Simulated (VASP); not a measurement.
A run of VASP 6.6.1:

The input INCAR:

```
SYSTEM = AgCl
PREC = Accurate
ENCUT = 520
EDIFF = 1E-8
ISMEAR = -1
SIGMA = 0.01
LREAL = .False.
LASPH = .True.
NELM = 60
ALGO = Normal
ISIF = 2
LWAVE = .False.
LCHARG = .False.
GGA = PE
LEFG = .True.
NBANDS = 16
```

KPOINTS

```
Automatic mesh
0
Gamma
  9 9 9
  0 0 0
```

POSCAR

```
AgCl
1.0
    3.3757588216      0.0000000000      0.0000000000
    0.0000000000      3.3757588216      0.0000000000
    0.0000000000      0.0000000000      3.3757588216
Ag Cl
1 1
Direct
    0.0000000000      0.0000000000      0.0000000000
    0.5000000000      0.5000000000      0.5000000000
```

Potentials or basis: VASP PAW PBE potentials, release 64 (Ag, Cl).

The run is started by

```console
$ cat potpaw_PBE.64/Ag/POTCAR potpaw_PBE.64/Cl/POTCAR > POTCAR
$ mpirun -np 1 vasp_std > vasp.out
```

Hardware: 1 thread of Intel(R) Xeon(R) Platinum 8375C CPU @ 2.90GHz (Ice Lake), on a shared host.

Task: Estimate the wall time of this run.

Result: It took 16 s on 1 thread of Intel(R) Xeon(R) Platinum 8375C CPU @ 2.90GHz (Ice Lake) (shared host), peak memory 0.16 GiB. Counts: scf iterations 15, k points 35.
